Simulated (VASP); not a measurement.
Runs of VASP 6.6.1 on Ni. The structure is that of space group I4/mmm (No. 139), or close to it. The cells are those of the table. 

```tsv
cell	gap on the mesh (eV)	pressure (GPa)	moment (μB)
a = 2.502, b = 2.502, c = 2.600 Å, angles 58.7, 58.7, 62.6°, 1 atom	none	-17.5	0.64
a = 2.508, b = 2.508, c = 2.300 Å, angles 62.7, 62.7, 54.6°, 1 atom	none	9.2	(a)
a = 2.455, b = 2.455, c = 2.300 Å, angles 62.1, 62.1, 55.9°, 1 atom	none	18.9	0.57
a = 2.508, b = 2.508, c = 2.700 Å, angles 57.4, 57.4, 65.1°, 1 atom	none	(b)	0.64
```

Alike in all rows: task single point; level PBEsol; potentials or basis VASP PAW PBE potentials, release 64 (Ni); spin collinear, ferromagnetic start; k mesh 22 × 22 × 22; cutoff (eV) 520; smearing gaussian 0.15 eV.

Question: Estimate the missing entries.

Answer: (a) 0.56; (b) -20.9.

Caveats: the PAW data sets were made with another functional, which shifts forces and pressure a little; the stress differs along the axes, from -20 to -13 GPa (at least some runs); the stress differs along the axes, from -10 to 19 GPa (at least some runs); the stress differs along the axes, from 3 to 27 GPa (at least some runs); the stress differs along the axes, from -24 to -16 GPa (at least some runs).

A gap of «none» marks levels without a gap at the run's occupations.
